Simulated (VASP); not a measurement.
# SiC (F-43m) in VASP: single point with PBE

Aim: the single point of SiC with PBE.

Program: VASP 6.6.1. These are calculated values, not measurements. Logs are shortened: lines on timing, memory, paths and dates and some standing lists are left out, and cuts for length are marked.

## Step 1: The cell of the first run

Symmetry: F-43m, No. 216, cubic system. Conventional cell: a = 4.419 Å, b = 4.419 Å, c = 4.419 Å, α = 90.00°, β = 90.00°, γ = 90.00°. Within 2.5 Å of Si (site symmetry -43m) lie 4 C at 1.91 Å. C (site symmetry -43m) has 4 Si at 1.91 Å within 2.5 Å.

## Step 2: Single point, PBE (volume scaled by 1.05)

INCAR

```
SYSTEM = SiC
PREC = Accurate
ENCUT = 520
EDIFF = 1E-6
ISMEAR = -1
SIGMA = 0.05
LREAL = .FALSE.
LASPH = .TRUE.
NELM = 60
ALGO = Normal
ISIF = 2
LWAVE = .FALSE.
LCHARG = .FALSE.
GGA = PE
NBANDS = 11
```

KPOINTS

```
Automatic mesh
0
G
  16 16 16
  0 0 0
```

POSCAR

```
SiC
1.0
    0.0000000000      2.2096456797      2.2096456797
    2.2096456797      0.0000000000      2.2096456797
    2.2096456797      2.2096456797      0.0000000000
Si C
1 1
Direct
    0.0000000000      0.0000000000      0.0000000000
    0.7500000000      0.7500000000      0.7500000000
```

Potentials or basis: VASP PAW PBE potentials, release 64 (Si, C).

Started as:

```sh
> cat potpaw_PBE.64/Si/POTCAR potpaw_PBE.64/C/POTCAR > POTCAR
> mpirun -np 1 vasp_std > vasp.out
```

OUTCAR:

```text
SYSTEM = SiC
   PREC = Accurate
   ENCUT = 520
   EDIFF = 1E-6
   ISMEAR = -1
   LREAL = .FALSE.
   LASPH = .TRUE.
   NELM = 60
   ISIF = 2
   GGA = PE

 ion  position               nearest neighbor table
   1  0.000  0.000  0.000-   2 1.91   2 1.91   2 1.91   2 1.91
   2  0.750  0.750  0.750-   1 1.91   1 1.91   1 1.91   1 1.91

  LATTYP: Found a face centered cubic cell.
 ALAT       =     4.4192913594

  Lattice vectors:

 A1 = (   0.0000000000,   2.2096456797,   2.2096456797)
 A2 = (   2.2096456797,   0.0000000000,   2.2096456797)
 A3 = (   2.2096456797,   2.2096456797,   0.0000000000)

Analysis of symmetry for initial positions (statically):
=====================================================================
 Subroutine PRICEL returns:
 Original cell was already a primitive cell.

 Routine SETGRP: Setting up the symmetry group for a
 face centered cubic supercell.

 Subroutine GETGRP returns: Found 24 space group operations
 (whereof 24 operations were pure point group operations)
 out of a pool of 48 trial point group operations.

The static configuration has the point symmetry T_d .

Analysis of symmetry for dynamics (positions and initial velocities):
=====================================================================
 Subroutine PRICEL returns:
 Original cell was already a primitive cell.

 Routine SETGRP: Setting up the symmetry group for a
 face centered cubic supercell.

 Subroutine GETGRP returns: Found 24 space group operations
 (whereof 24 operations were pure point group operations)
 out of a pool of 48 trial point group operations.

The dynamic configuration has the point symmetry T_d .

 Subroutine INISYM returns: Found 24 space group operations
 (whereof 24 operations are pure point group operations),
 and found     1 'primitive' translations

----------------------------------------------------------------------------------------

                                     Primitive cell

  volume of cell :      21.5773

  direct lattice vectors                    reciprocal lattice vectors
     0.000000000  2.209645680  2.209645680    -0.226280623  0.226280623  0.226280623
     2.209645680  0.000000000  2.209645680     0.226280623 -0.226280623  0.226280623
     2.209645680  2.209645680  0.000000000     0.226280623  0.226280623 -0.226280623

  length of vectors
     3.124910888  3.124910888  3.124910888     0.391929535  0.391929535  0.391929535

  position of ions in fractional coordinates (direct lattice)
     0.000000000  0.000000000  0.000000000
     0.750000000  0.750000000  0.750000000

  ion indices of the primitive-cell ions
   primitive index   ion index
                 1           1
                 2           2

----------------------------------------------------------------------------------------

 KPOINTS: Automatic mesh

Automatic generation of k-mesh.
 Grid dimensions read from file:
 generate k-points for:   16   16   16

 Generating k-lattice:

  Cartesian coordinates                     Fractional coordinates (reciprocal lattice)
    -0.014142539  0.014142539  0.014142539     0.062500000  0.000000000  0.000000000
     0.014142539 -0.014142539  0.014142539     0.000000000  0.062500000  0.000000000
     0.014142539  0.014142539 -0.014142539     0.000000000  0.000000000  0.062500000

  Length of vectors
     0.024495596  0.024495596  0.024495596

  Shift w.r.t. Gamma in fractional coordinates (k-lattice)
     0.000000000  0.000000000  0.000000000

 Subroutine IBZKPT returns following result:
 ===========================================

 Found    145 irreducible k-points:

 Following reciprocal coordinates:
            Coordinates               Weight
  0.000000  0.000000  0.000000      1.000000
  0.062500  0.000000  0.000000      8.000000
  0.125000  0.000000  0.000000      8.000000
  0.187500  0.000000  0.000000      8.000000
  0.250000  0.000000  0.000000      8.000000
  0.312500  0.000000  0.000000      8.000000
[... 16 lines left out ...]
 -0.125000  0.062500  0.000000     24.000000
 -0.062500  0.062500  0.000000     12.000000
 [... further k-points ...]
   k-points           NKPTS =    145   k-points in BZ     NKDIM =    145   number of bands    NBANDS=     11
   number of dos      NEDOS =    301   number of ions     NIONS =      2
   total plane-waves  NPLWV =  13824
   dimension x,y,z NGX =    24 NGY =   24 NGZ =   24
   dimension x,y,z NGXF=    48 NGYF=   48 NGZF=   48
   ions per type =               1   1
   NGX,Y,Z   is equivalent  to a cutoff of  12.77, 12.77, 12.77 a.u.
   NGXF,Y,Z  is equivalent  to a cutoff of  25.54, 25.54, 25.54 a.u.
 SYSTEM =  SiC
   PREC   = accura    normal or accurate (medium, high low for compatibility)
   ISTART =      0    job   : 0-new  1-cont  2-samecut
   ICHARG =      2    charge: 1-file 2-atom 10-const
   ISPIN  =      1    spin polarized calculation?
   LNONCOLLINEAR =      F non collinear calculations
   LSORBIT =      F    spin-orbit coupling
   LASPH  =      T    aspherical Exc in radial PAW
   ENCUT  =  520.0 eV  38.22 Ry    6.18 a.u.   5.81  5.81  5.81*2*pi/ulx,y,z
   NELM   =     60;   NELMIN=  2; NELMDL= -5     # of ELM steps
   EDIFF  = 0.1E-05   stopping-criterion for ELM
   LREAL  =      F    real-space projection
   EDIFFG = 0.1E-04   stopping-criterion for IOM
   NSW    =      0    number of steps for IOM
   IBRION =     -1    ionic relax: 0-MD 1-quasi-New 2-CG
   NFREE  =      0    steps in history (QN), initial steepest desc. (CG)
   ISIF   =      2    stress and relaxation
   ISYM   =      2    0-nonsym 1-usesym 2-fastsym
   POTIM  = 0.5000    time-step for ionic-motion
   TEBEG  =    0.0;   TEEND  =   0.0 temperature during run
   PSTRESS=    0.0 pullay stress
   NELECT =       8.0000    total number of electrons
   NUPDOWN=      -1.0000    fix difference up-down
   EMIN   =  10.00;   EMAX   =-10.00  energy-range for DOS
   EFERMI =   0.00;   METHOD = LEGACY
   ISMEAR =    -1;   SIGMA  =   0.05  broadening in eV -4-tet -1-fermi 0-gaus
   EFERMI_NEDOS =   21; number of points for ismear=-14 and -15
   IALGO  =     38    algorithm
   IMIX   =      4    mixing-type and parameters
     AMIX     =   0.40;   BMIX     =  1.00
     AMIX_MAG =   1.60;   BMIX_MAG =  1.00
  volume/ion in A,a.u.               =      10.79        72.81
  Fermi-wavevector in a.u.,A,eV,Ry     =   1.176085  2.222479 18.819264  1.383177
  Thomas-Fermi vector in A             =   2.312455
   LORBIT       =      0    0 simple, 1 ext, 2 COOP (PROOUT), +10 PAW based schemes
   GGA     = PE    functional components
   LHFCALC =     F    Hartree Fock is set to
   AEXX    =    0.0000 exact exchange contribution
   IVDW    =     0    specifies the selected vdW correction
   LEPSILON=     F    determine dielectric tensor
   LRPA    =     F    only Hartree local field effects (RPA)
 non-spin polarized calculation
  energy-cutoff  :      520.00
  volume of cell :       21.58
 maximum number of plane-waves:       604
   NGX = 11   NGY = 11   NGZ = 11

 number of electron       8.0000001 magnetization

 Free energy of the ion-electron system (eV)
  ---------------------------------------------------
  ext. energy  EPLUGINS =         0.00000000
  ---------------------------------------------------
  free energy    TOTEN  =       -15.05101356 eV

  energy without entropy =      -15.05101355  energy(sigma->0) =      -15.05101356

 E-fermi :   8.3855     XC(G=0): -11.1742

 val. band max:        7.6434649207   @ k =   0.0000   0.0000   0.0000
 cond. band min:       9.0380110807   @ k =   0.5000   0.5000   0.0000
 fundamental gap:      1.3945461600
 Fermi energy:         8.3854842334

 k-point     1 :       0.0000    0.0000    0.0000
  band No.  band energies     occupation
      1      -7.4347      2.00000
      2       7.6435      2.00000
      3       7.6435      2.00000
      4       7.6435      2.00000
      5      13.3881      0.00000
      6      14.6659      0.00000
      7      14.6659      0.00000
      8      14.6659      0.00000
      9      21.9083      0.00000
     10      21.9083      0.00000
     11      23.4834      0.00000

 k-point     2 :       0.0625    0.0000    0.0000
  band No.  band energies     occupation
      1      -7.3608      2.00000
      2       7.2177      2.00000
      3       7.5893      2.00000
      4       7.5893      2.00000
      5      13.5810      0.00000
      6      14.7114      0.00000
      7      14.7659      0.00000
      8      14.7659      0.00000
      9      21.4414      0.00000
     10      21.4414      0.00000
     11      23.6286      0.00000

 k-point     3 :       0.1250    0.0000    0.0000
  band No.  band energies     occupation
      1      -7.1402      2.00000
      2       6.1705      2.00000
      3       7.4443      2.00000
      4       7.4443      2.00000
      5      13.7096      0.00000
      6      15.0099      0.00000
      7      15.0099      0.00000
      8      15.1169      0.00000
      9      20.7331      0.00000
     10      20.7331      0.00000
     11      23.3572      0.00000

 k-point     4 :       0.1875    0.0000    0.0000
  band No.  band energies     occupation
      1      -6.7771      2.00000
      2       4.8396      2.00000
      3       7.2485      2.00000
      4       7.2485      2.00000
      5      13.5260      0.00000
      6      15.2423      0.00000
      7      15.2423      0.00000
      8      15.8832      0.00000
      9      20.3554      0.00000
     10      20.3554      0.00000
     11      22.7998      0.00000
[... 239 lines left out ...]
 k-point    22 :      -0.1875    0.0625    0.0000
  band No.  band energies     occupation
      1      -6.5615      2.00000
      2       4.3702      2.00000
      3       6.6416      2.00000
      4       7.3622      2.00000
      5      13.6865      0.00000
      6      15.1496      0.00000
      7      15.2294      0.00000
      8      16.2455      0.00000
      9      19.5488      0.00000
     10      20.9690      0.00000
     11      23.3435      0.00000

 k-point    23 :      -0.1250    0.0625    0.0000
  band No.  band energies     occupation
      1      -6.9697      2.00000
      2       5.6913      2.00000
      3       6.9122      2.00000
      4       7.5327      2.00000
      5      13.9095      0.00000
      6      14.8077      0.00000
      7      14.9693      0.00000
      8      15.7843      0.00000
      9      19.8131      0.00000
     10      20.9575      0.00000
     11      23.8688      0.00000

 k-point    24 :      -0.0625    0.0625    0.0000
  band No.  band energies     occupation
      1      -7.2380      2.00000
      2       6.7329      2.00000
      3       7.2465      2.00000
      4       7.6182      2.00000
      5      13.8213      0.00000
      6      14.5919      0.00000
      7      14.7888      0.00000
      8      15.2551      0.00000
      9      20.5281      0.00000
     10      21.3433      0.00000
     11      24.0219      0.00000

 [... further k-points ...]

------------------------ aborting loop because EDIFF is reached ----------------------------------------

  FORCE on cell =-STRESS in cart. coord.  units (eV):
  Direction    XX          YY          ZZ          XY          YZ          ZX
  --------------------------------------------------------------------------------------
  -------------------------------------------------------------------------------------
  Total       -0.7376767     -0.7376767     -0.7376767      0.0000000      0.0000000     -0.0000000
  in kB      -54.7745375    -54.7745375    -54.7745375      0.0000000      0.0000000     -0.0000000
  external PRESSURE =     -54.7745375 kB  Pullay stress =       0.0000000 kB

 VOLUME and BASIS-vectors are now :
 -----------------------------------------------------------------------------
  energy-cutoff  :      520.00
  volume of cell :       21.58
      direct lattice vectors                 reciprocal lattice vectors
     0.000000000  2.209645680  2.209645680    -0.226280623  0.226280623  0.226280623
     2.209645680  0.000000000  2.209645680     0.226280623 -0.226280623  0.226280623
     2.209645680  2.209645680  0.000000000     0.226280623  0.226280623 -0.226280623

 POSITION                                       TOTAL-FORCE (eV/Angst)
 -----------------------------------------------------------------------------------
      0.00000      0.00000      0.00000        -0.000000     -0.000000     -0.000000
      3.31447      3.31447      3.31447         0.000000      0.000000      0.000000
 -----------------------------------------------------------------------------------
    total drift:                               -0.000000     -0.000000     -0.000000

  FREE ENERGIE OF THE ION-ELECTRON SYSTEM (eV)
  ---------------------------------------------------
  free  energy   TOTEN  =       -15.0510135593 eV

  energy  without entropy=      -15.0510135539  energy(sigma->0) =      -15.05101356
```

It took 9.9 s on 1 thread of Intel Xeon Platinum 8559C (Emerald Rapids), shared host; peak memory 0.15 GiB.

Results:

* Free energy: -15.0510 eV
* Pressure: -5.5 GPa
* Band gap on the k mesh: 1.39 eV, indirect (least direct gap 4.50 eV)

Levels at points of the mesh, in eV from the valence-band top:
```tsv
k point	band 1	band 2	band 3	band 4	band 5	band 6	band 7	band 8	band 9
(0.00, 0.00, 0.00)	-15.08	0.00	0.00	0.00	5.74	7.02	7.02	7.02	14.26
(0.50, 0.00, 0.00)	-11.67	-8.31	-1.04	-1.04	5.06	7.06	7.06	9.82	15.71
(0.50, 0.50, 0.00)	-10.26	-7.67	-3.10	-3.10	1.39	4.18	13.55	13.55	14.24
```

 A k mesh can miss the band edges.
